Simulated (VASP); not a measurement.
# TaN (Fm-3m) in VASP: notebook

Runs on TaN. Level: PBE. Tasks: single point, relaxation of cell and atoms.

All numbers are computed with VASP 6.6.1; they aren't measurements. Logs are shortened: lines on timing, memory, paths and dates and some standing lists are left out, and cuts for length are marked.

### Step 1. The cell of the first run

The structure is cubic, space group Fm-3m (No. 225). Conventional cell: a = 4.417 Å, b = 4.417 Å, c = 4.417 Å, α = 90.00°, β = 90.00°, γ = 90.00°. Ta (site symmetry m-3m) has 6 N at 2.21 Å within 2.9 Å. N (site symmetry m-3m) has 6 Ta at 2.21 Å within 2.9 Å.

### Step 2. Single point, PBE

Contents of INCAR:

```
ALGO = Normal
EDIFF = 1E-6
ENCUT = 520
GGA = PE
ISIF = 2
ISMEAR = 0
LASPH = T
LCHARG = T
LELF = T
LREAL = F
LVHAR = T
LWAVE = F
NBANDS = 15
NELM = 80
PREC = Accurate
SIGMA = 0.1
```

Contents of KPOINTS:

```
k-points
0
Gamma
  16 16 16
```

Contents of POSCAR:

```
TaN
1.0
    0.0000000000      2.2086264170      2.2086264170
    2.2086264170      0.0000000000      2.2086264170
    2.2086264170      2.2086264170      0.0000000000
Ta N
1 1
Direct
    0.0000000000      0.0000000000      0.0000000000
    0.5000000000      0.5000000000      0.5000000000
```

Potentials or basis: VASP PAW PBE potentials, release 64 (Ta_pv, N).

The run is started by

```sh
> cat potpaw_PBE.64/Ta_pv/POTCAR potpaw_PBE.64/N/POTCAR > POTCAR
> mpirun -np 1 vasp_std > vasp.out
```

OUTCAR:

```text
EDIFF = 1E-6
   ENCUT = 520
   GGA = PE
   ISIF = 2
   ISMEAR = 0
   LASPH = T
   LREAL = F
   NELM = 80
   PREC = Accurate

 ion  position               nearest neighbor table
   1  0.000  0.000  0.000-   2 2.21   2 2.21   2 2.21   2 2.21   2 2.21   2 2.21
   2  0.500  0.500  0.500-   1 2.21   1 2.21   1 2.21   1 2.21   1 2.21   1 2.21

  LATTYP: Found a face centered cubic cell.
 ALAT       =     4.4172528340

  Lattice vectors:

 A1 = (   0.0000000000,   2.2086264170,   2.2086264170)
 A2 = (   2.2086264170,   0.0000000000,   2.2086264170)
 A3 = (   2.2086264170,   2.2086264170,   0.0000000000)

Analysis of symmetry for initial positions (statically):
=====================================================================
 Subroutine PRICEL returns:
 Original cell was already a primitive cell.

 Routine SETGRP: Setting up the symmetry group for a
 face centered cubic supercell.

 Subroutine GETGRP returns: Found 48 space group operations
 (whereof 48 operations were pure point group operations)
 out of a pool of 48 trial point group operations.

The static configuration has the point symmetry O_h .

Analysis of symmetry for dynamics (positions and initial velocities):
=====================================================================
 Subroutine PRICEL returns:
 Original cell was already a primitive cell.

 Routine SETGRP: Setting up the symmetry group for a
 face centered cubic supercell.

 Subroutine GETGRP returns: Found 48 space group operations
 (whereof 48 operations were pure point group operations)
 out of a pool of 48 trial point group operations.

The dynamic configuration has the point symmetry O_h .

 Subroutine INISYM returns: Found 48 space group operations
 (whereof 48 operations are pure point group operations),
 and found     1 'primitive' translations

----------------------------------------------------------------------------------------

                                     Primitive cell

  volume of cell :      21.5475

  direct lattice vectors                    reciprocal lattice vectors
     0.000000000  2.208626417  2.208626417    -0.226385049  0.226385049  0.226385049
     2.208626417  0.000000000  2.208626417     0.226385049 -0.226385049  0.226385049
     2.208626417  2.208626417  0.000000000     0.226385049  0.226385049 -0.226385049

  length of vectors
     3.123469433  3.123469433  3.123469433     0.392110407  0.392110407  0.392110407

  position of ions in fractional coordinates (direct lattice)
     0.000000000  0.000000000  0.000000000
[... 83 lines left out ...]
   NFREE  =      0    steps in history (QN), initial steepest desc. (CG)
   ISIF   =      2    stress and relaxation
   ISYM   =      2    0-nonsym 1-usesym 2-fastsym
   POTIM  = 0.5000    time-step for ionic-motion
   TEBEG  =    0.0;   TEEND  =   0.0 temperature during run
   PSTRESS=    0.0 pullay stress
   NELECT =      16.0000    total number of electrons
   NUPDOWN=      -1.0000    fix difference up-down
   EMIN   =  10.00;   EMAX   =-10.00  energy-range for DOS
   EFERMI =   0.00;   METHOD = LEGACY
   ISMEAR =     0;   SIGMA  =   0.10  broadening in eV -4-tet -1-fermi 0-gaus
   EFERMI_NEDOS =   21; number of points for ismear=-14 and -15
   IALGO  =     38    algorithm
   IMIX   =      4    mixing-type and parameters
     AMIX     =   0.40;   BMIX     =  1.00
     AMIX_MAG =   1.60;   BMIX_MAG =  1.00
  volume/ion in A,a.u.               =      10.77        72.70
  Fermi-wavevector in a.u.,A,eV,Ry     =   1.482459  2.801440 29.901298  2.197683
  Thomas-Fermi vector in A             =   2.596242
   LORBIT       =      0    0 simple, 1 ext, 2 COOP (PROOUT), +10 PAW based schemes
   GGA     = PE    functional components
   LHFCALC =     F    Hartree Fock is set to
   AEXX    =    0.0000 exact exchange contribution
   IVDW    =     0    specifies the selected vdW correction
   LEPSILON=     F    determine dielectric tensor
   LRPA    =     F    only Hartree local field effects (RPA)
 non-spin polarized calculation
 Gauss-broadening in eV      SIGMA  =   0.10
  energy-cutoff  :      520.00
  volume of cell :       21.55
 maximum number of plane-waves:       604
   NGX = 11   NGY = 11   NGZ = 11

 number of electron      16.0000003 magnetization

 Free energy of the ion-electron system (eV)
  ---------------------------------------------------
  ext. energy  EPLUGINS =         0.00000000
  ---------------------------------------------------
  free energy    TOTEN  =       -21.82639070 eV

  energy without entropy =      -21.82060542  energy(sigma->0) =      -21.82349806

 E-fermi :   9.3885     XC(G=0): -13.3643

 val. band max:        9.3796240343   @ k =  -0.2500   0.3750   0.1250
 cond. band min:       9.3936618164   @ k =  -0.3125   0.3125   0.1250
 fundamental gap:      0.0140377820
 Fermi energy:         9.3885281343

 k-point     1 :       0.0000    0.0000    0.0000
  band No.  band energies     occupation
      1     -26.4067      2.00000
      2     -26.4067      2.00000
      3     -26.4067      2.00000
      4      -9.3579      2.00000
      5       5.6072      2.00000
      6       5.6072      2.00000
      7       5.6072      2.00000
      8       7.3270      2.00000
      9       7.3270      2.00000
     10       7.3270      2.00000
     11       9.4575      0.32935
     12       9.4575      0.32934
     13      10.8015      0.00000
     14      18.7967      0.00000
[... 401 lines left out ...]
      2     -26.4277      2.00000
      3     -26.4088      2.00000
      4      -9.1165      2.00000
      5       4.4104      2.00000
      6       4.7376      2.00000
      7       5.0740      2.00000
      8       7.4988      2.00000
      9       7.7087      2.00000
     10       8.0145      2.00000
     11       9.8569      0.00000
     12      10.7116      0.00000
     13      11.6232      0.00000
     14      19.5461      0.00000
     15      21.7291      0.00000

 [... further k-points ...]
[... 5 lines left out ...]
  --------------------------------------------------------------------------------------
  -------------------------------------------------------------------------------------
  Total        0.1056820      0.1056820      0.1056820     -0.0000000      0.0000000      0.0000000
  in kB        7.8580474      7.8580474      7.8580474     -0.0000000      0.0000000      0.0000000
  external PRESSURE =       7.8580474 kB  Pullay stress =       0.0000000 kB

 VOLUME and BASIS-vectors are now :
 -----------------------------------------------------------------------------
  energy-cutoff  :      520.00
  volume of cell :       21.55
      direct lattice vectors                 reciprocal lattice vectors
     0.000000000  2.208626417  2.208626417    -0.226385049  0.226385049  0.226385049
     2.208626417  0.000000000  2.208626417     0.226385049 -0.226385049  0.226385049
     2.208626417  2.208626417  0.000000000     0.226385049  0.226385049 -0.226385049

 POSITION                                       TOTAL-FORCE (eV/Angst)
 -----------------------------------------------------------------------------------
      0.00000      0.00000      0.00000         0.000000      0.000000     -0.000000
      2.20863      2.20863      2.20863         0.000000     -0.000000      0.000000
 -----------------------------------------------------------------------------------
    total drift:                                0.000000     -0.000000     -0.000000

  FREE ENERGIE OF THE ION-ELECTRON SYSTEM (eV)
  ---------------------------------------------------
  free  energy   TOTEN  =       -21.8263906962 eV

  energy  without entropy=      -21.8206054228  energy(sigma->0) =      -21.82349806
```

OSZICAR:

```text
N       E                     dE             d eps       ncg     rms          rms(c)
DAV:   1     0.962882081457E+02    0.96288E+02   -0.86277E+03  4365   0.111E+03
DAV:   2    -0.217712639680E+02   -0.11806E+03   -0.11183E+03  5365   0.304E+02
DAV:   3    -0.248476049646E+02   -0.30763E+01   -0.30483E+01  4924   0.475E+01
DAV:   4    -0.248606886904E+02   -0.13084E-01   -0.13080E-01  5561   0.334E+00
DAV:   5    -0.248607645077E+02   -0.75817E-04   -0.75816E-04  5038   0.226E-01    0.235E+01
DAV:   6    -0.219256778450E+02    0.29351E+01   -0.54812E+00  5223   0.263E+01    0.966E+00
DAV:   7    -0.218610053714E+02    0.64672E-01   -0.55740E-01  4882   0.612E+00    0.679E+00
DAV:   8    -0.218335399451E+02    0.27465E-01   -0.15159E-01  5092   0.335E+00    0.170E+00
DAV:   9    -0.218264456252E+02    0.70943E-02   -0.19057E-02  4980   0.114E+00    0.319E-01
DAV:  10    -0.218264251643E+02    0.20461E-04   -0.13631E-03  5183   0.372E-01    0.628E-02
DAV:  11    -0.218263903623E+02    0.34802E-04   -0.66370E-05  4918   0.934E-02    0.169E-02
DAV:  12    -0.218263906962E+02   -0.33396E-06   -0.58378E-06  5015   0.232E-02
   1 F= -.21826391E+02 E0= -.21823498E+02  d E =-.578527E-02
```

stdout:

```text
POSCAR found type information on POSCAR TaN
 POSCAR found :  2 types and       2 ions
 scaLAPACK will be used
 LDA part: xc-table for (Slater+PW92), standard interpolation
 POSCAR, INCAR and KPOINTS ok, starting setup
 FFT: planning ... GRIDC
 FFT: planning ... GRID_SOFT
 FFT: planning ... GRID
 WAVECAR not read
 entering main loop
```

It took 30 s on 1 thread of Intel Xeon Platinum 8375C at 2.90GHz (Ice Lake), shared host; peak memory 0.17 GiB.

Results:

| Quantity | Value |
| --- | --- |
| Free energy | -21.8264 eV |
| Pressure | 0.8 GPa |
| Band gap on the k mesh | zero (band 8 reaches 11.26 eV, above the bottom of band 9 at 7.33 eV) |

Caveat: spin-orbit coupling is left out, which moves the levels of the heavy elements.

### Step 3. Relaxation of cell and atoms, PBE

This run uses another cell than the first one, of 10.59 Å³/atom, 0.983 times its volume.

Contents of INCAR:

```
SYSTEM = TaN
PREC     = Accurate       ! precision mode
ENCUT    = 600            ! plane-wave cutoff, eV
EDIFF    = 1E-7           ! SCF threshold, eV
ISMEAR   = 0              ! smearing method
SIGMA    = 0.1            ! smearing width, eV
LREAL    = .FALSE.        ! projectors in reciprocal space
LASPH    = .TRUE.         ! aspherical terms in the spheres
NELM     = 60             ! most SCF steps
ALGO     = Normal         ! electronic algorithm
ISIF     = 3              ! what is computed and relaxed
LWAVE    = .FALSE.        ! write WAVECAR
LCHARG   = .FALSE.        ! write CHGCAR
GGA      = PE             ! functional
IBRION   = 2              ! ionic algorithm
NSW      = 100            ! ionic steps
EDIFFG   = -0.005         ! ionic threshold
```

Contents of KPOINTS:

```
regular mesh
0
G
  16 16 16
  0 0 0
```

Contents of POSCAR:

```
TaN
1.0
    0.0000000000      2.1962846579      2.1962846579
    2.1962846579      0.0000000000      2.1962846579
    2.1962846579      2.1962846579      0.0000000000
Ta N
1 1
Direct
    0.0000000000      0.0000000000      0.0000000000
    0.5000000000      0.5000000000      0.5000000000
```

Potentials or basis: VASP PAW PBE potentials, release 64 (Ta_pv, N).

The run is started by

```sh
> cat potpaw_PBE.64/Ta_pv/POTCAR potpaw_PBE.64/N/POTCAR > POTCAR
> mpirun -np 1 vasp_std > vasp.out
```

OUTCAR:

```text
SYSTEM = TaN
   PREC = Accurate
   ENCUT = 600
   EDIFF = 1E-7
   ISMEAR = 0
   LREAL = .FALSE.
   LASPH = .TRUE.
   NELM = 60
   ISIF = 3
   GGA = PE
   IBRION = 2
   NSW = 100
   EDIFFG = -0.005

 ion  position               nearest neighbor table
   1  0.000  0.000  0.000-   2 2.20   2 2.20   2 2.20   2 2.20   2 2.20   2 2.20
   2  0.500  0.500  0.500-   1 2.20   1 2.20   1 2.20   1 2.20   1 2.20   1 2.20

  LATTYP: Found a face centered cubic cell.
 ALAT       =     4.3925693158

  Lattice vectors:

 A1 = (   0.0000000000,   2.1962846579,   2.1962846579)
 A2 = (   2.1962846579,   0.0000000000,   2.1962846579)
 A3 = (   2.1962846579,   2.1962846579,   0.0000000000)

Analysis of symmetry for initial positions (statically):
=====================================================================
 Subroutine PRICEL returns:
 Original cell was already a primitive cell.

 Routine SETGRP: Setting up the symmetry group for a
 face centered cubic supercell.

 Subroutine GETGRP returns: Found 48 space group operations
 (whereof 48 operations were pure point group operations)
 out of a pool of 48 trial point group operations.

The static configuration has the point symmetry O_h .

Analysis of symmetry for dynamics (positions and initial velocities):
=====================================================================
 Subroutine PRICEL returns:
 Original cell was already a primitive cell.

 Routine SETGRP: Setting up the symmetry group for a
 face centered cubic supercell.

 Subroutine GETGRP returns: Found 48 space group operations
 (whereof 48 operations were pure point group operations)
 out of a pool of 48 trial point group operations.

The dynamic configuration has the point symmetry O_h .

 Subroutine INISYM returns: Found 48 space group operations
 (whereof 48 operations are pure point group operations),
 and found     1 'primitive' translations

[... 127 lines left out ...]
 Gauss-broadening in eV      SIGMA  =   0.10
  energy-cutoff  :      600.00
  volume of cell :       21.19
 maximum number of plane-waves:       725
 NGX is ok and might be reduce to    28
   NGX = 13   NGY = 13   NGZ = 13

--------------------------------------- Ionic step        1  -------------------------------------------

 number of electron      15.9999999 magnetization

 Free energy of the ion-electron system (eV)
  ---------------------------------------------------
  ext. energy  EPLUGINS =         0.00000000
  ---------------------------------------------------
  free energy    TOTEN  =       -21.82014219 eV

  energy without entropy =      -21.81445704  energy(sigma->0) =      -21.81729962

------------------------ aborting loop because EDIFF is reached ----------------------------------------

  FORCE on cell =-STRESS in cart. coord.  units (eV):
  Direction    XX          YY          ZZ          XY          YZ          ZX
  --------------------------------------------------------------------------------------
  -------------------------------------------------------------------------------------
  Total        0.8604508      0.8604508      0.8604508      0.0000000     -0.0000000     -0.0000000
  in kB       65.0639981     65.0639981     65.0639981      0.0000000     -0.0000000     -0.0000000
  external PRESSURE =      65.0639981 kB  Pullay stress =       0.0000000 kB
[... 95 lines left out ...]
--------------------------------------- Ionic step        4  -------------------------------------------

 number of electron      15.9999999 magnetization

 Free energy of the ion-electron system (eV)
  ---------------------------------------------------
  ext. energy  EPLUGINS =         0.00000000
  ---------------------------------------------------
  free energy    TOTEN  =       -21.82819061 eV

  energy without entropy =      -21.82239342  energy(sigma->0) =      -21.82529201

 E-fermi :   9.3665     XC(G=0): -13.3534

 val. band max:        9.3579607086   @ k =  -0.2500   0.3750   0.1250
 cond. band min:       9.3717533274   @ k =  -0.3125   0.3125   0.1250
 fundamental gap:      0.0137926188
 Fermi energy:         9.3664774666

 k-point     1 :       0.0000    0.0000    0.0000
  band No.  band energies     occupation
      1     -26.4319      2.00000
      2     -26.4319      2.00000
      3     -26.4319      2.00000
      4      -9.3646      2.00000
      5       5.5908      2.00000
      6       5.5908      2.00000
      7       5.5908      2.00000
      8       7.3102      2.00000
      9       7.3102      2.00000
     10       7.3102      2.00000
     11       9.4349      0.33288
     12       9.4350      0.33287
[... 331 lines left out ...]
 k-point    24 :      -0.0625    0.0625    0.0000
  band No.  band energies     occupation
      1     -26.5105      2.00000
      2     -26.4528      2.00000
      3     -26.4341      2.00000
      4      -9.1240      2.00000
      5       4.3956      2.00000
      6       4.7235      2.00000
      7       5.0591      2.00000
      8       7.4816      2.00000
      9       7.6909      2.00000
     10       7.9958      2.00000
     11       9.8321      0.00000
     12      10.6858      0.00000

 [... further k-points ...]
[... 5 lines left out ...]
  --------------------------------------------------------------------------------------
  -------------------------------------------------------------------------------------
  Total        0.0052918      0.0052918      0.0052918      0.0000000      0.0000000      0.0000000
  in kB        0.3927060      0.3927060      0.3927060      0.0000000      0.0000000      0.0000000
  external PRESSURE =       0.3927060 kB  Pullay stress =       0.0000000 kB
[... 17 lines left out ...]
  FREE ENERGIE OF THE ION-ELECTRON SYSTEM (eV)
  ---------------------------------------------------
  free  energy   TOTEN  =       -21.8281906108 eV

  energy  without entropy=      -21.8223934174  energy(sigma->0) =      -21.82529201

 reached required accuracy - stopping structural energy minimisation
```

OSZICAR:

```text
N       E                     dE             d eps       ncg     rms          rms(c)
DAV:   1     0.105284803978E+03    0.10528E+03   -0.98643E+03  3480   0.155E+03
DAV:   2    -0.203668162744E+02   -0.12565E+03   -0.12003E+03  4132   0.371E+02
[... 35 lines left out ...]
DAV:   1    -0.218282000773E+02   -0.11226E-04   -0.34466E-04  3528   0.243E-01    0.349E-02
DAV:   2    -0.218281922070E+02    0.78702E-05   -0.10639E-05  3708   0.375E-02    0.142E-02
DAV:   3    -0.218281902739E+02    0.19332E-05   -0.64205E-06  3976   0.289E-02    0.256E-03
DAV:   4    -0.218281904206E+02   -0.14669E-06   -0.56450E-08  2744   0.299E-03    0.135E-03
DAV:   5    -0.218281905954E+02   -0.17480E-06   -0.18784E-08  1752   0.154E-03    0.217E-04
DAV:   6    -0.218281906108E+02   -0.15445E-07   -0.32581E-09  1744   0.645E-04
   4 F= -.21828191E+02 E0= -.21825292E+02  d E =-.804842E-02
```

CONTCAR:

```text
TaN
   1.00000000000000
     0.0000000000000000    2.2100735947733328    2.2100735947733328
     2.2100735947733328    0.0000000000000000    2.2100735947733328
     2.2100735947733328    2.2100735947733328   -0.0000000000000000
  Ta              N
     1     1
Direct
     0.0000000000000000    0.0000000000000000    0.0000000000000000
     0.5000000000000000    0.5000000000000000    0.5000000000000000

  0.00000000E+00  0.00000000E+00  0.00000000E+00
  0.00000000E+00  0.00000000E+00  0.00000000E+00
```

Wall time 2.3 min (1 thread of Intel Xeon Platinum 8375C at 2.90GHz (Ice Lake), shared host); peak memory 0.2 GiB.

What came out:

| Property | Result |
| --- | --- |
| Free energy | -21.8282 eV |
| Relaxed volume | 10.79 Å³/atom |
| Relaxed cell | a = 3.126 Å, b = 3.126 Å, c = 3.126 Å, α = 60.00°, β = 60.00°, γ = 60.00° |
| Space group after relaxing (to 0.05 Å) | Fm-3m (No. 225) |
| Energy gained by relaxing | 4.0 meV/atom |
| Ionic steps | 4 |
| Pressure after relaxing | 0.0 GPa |
| Band gap on the k mesh | zero (band 8 reaches 11.23 eV, above the bottom of band 9 at 7.31 eV) |

Step by step:
| step | energy change (eV) | largest force (eV/Å) | pressure (GPa) | volume (Å³) |
| --- | --- | --- | --- | --- |
| 1 | 0.0000 | 0.0000 | 6.51 | 21.19 |
| 2 | 0.0312 | 0.0000 | -12.82 | 22.54 |
| 3 | -0.0080 | 0.0000 | -0.08 | 21.60 |
| 4 | -0.0080 | 0.0000 | 0.04 | 21.59 |

Final structure:
```cif
data_structure
_symmetry_space_group_name_H-M 'P 1'
_symmetry_Int_Tables_number 1
_cell_length_a 3.1255
_cell_length_b 3.1255
_cell_length_c 3.1255
_cell_angle_alpha 60.000
_cell_angle_beta 60.000
_cell_angle_gamma 60.000
_cell_volume 21.59
loop_
_atom_site_label
_atom_site_type_symbol
_atom_site_fract_x
_atom_site_fract_y
_atom_site_fract_z
_atom_site_occupancy
Ta1 Ta 0.00000 0.00000 0.00000 1
N1 N 0.50000 0.50000 0.50000 1
```

Caveat: spin-orbit coupling is left out, which moves the levels of the heavy elements.
